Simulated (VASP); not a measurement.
The system is BaTe.

```
Ba Te
1.0
     0.00000    3.53239    3.53239
     3.53239    0.00000    3.53239
     3.53239    3.53239    0.00000
Ba Te
1 1
Direct
  0.00000 0.00000 0.00000
  0.50000 0.50000 0.50000
```

Program: VASP 6.6.1. Alike in all runs: task single point; potentials or basis VASP PAW PBE potentials, release 64 (Ba_sv, Te); no spin polarisation; cell as given; cutoff (eV) 520.

Task: Order these runs on this cell by their band gap on the k mesh, lowest first.
A. level PBE; k mesh 6 × 6 × 6; smearing fermi-dirac 0.02 eV
B. level HSE06; k mesh 4 × 4 × 4; smearing gaussian 0.01 eV; grid for exact exchange (PRECFOCK) Normal; screening parameter 0.2079 1/Å
C. level r2SCAN; k mesh 6 × 6 × 6; smearing gaussian 0.01 eV

Result: A (1.58 eV), C (1.93 eV), B (2.30 eV).

Caveats: spin-orbit coupling is left out, which moves the levels of the heavy elements.

A k mesh can miss the band edges.
